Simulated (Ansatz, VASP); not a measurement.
## PbS: VASP beside Ansatz

```
CELL_PARAMETERS angstrom
0.00000 2.95156 2.95156
2.95156 0.00000 2.95156
2.95156 2.95156 0.00000
ATOMIC_POSITIONS crystal
Pb 0.50000 0.50000 0.50000
S 0.00000 0.00000 0.00000
```

Alike in both runs: task single point; functional PBEsol; k mesh 10 × 10 × 10; occupations gaussian, width 0.05 eV; no spin polarisation.

|  | VASP | Ansatz |
| --- | --- | --- |
| version | VASP 6.6.1 | Ansatz 0.2.0 |
| potentials or method | VASP PAW PBE potentials, release 64 (Pb_d, S), cutoff 520 eV | scalar-relativistic, plane waves, PAW |
| valence electrons in the cell | 20 | 20 |

```csv
,VASP,Ansatz,Ansatz less VASP
pressure (GPa),0.0,0.0,+0.04
```

VASP's potentials were made for PBE, not for PBEsol. With one functional, cell and mesh, what is left measures potentials, basis and numerics.

Spin-orbit coupling is off throughout.
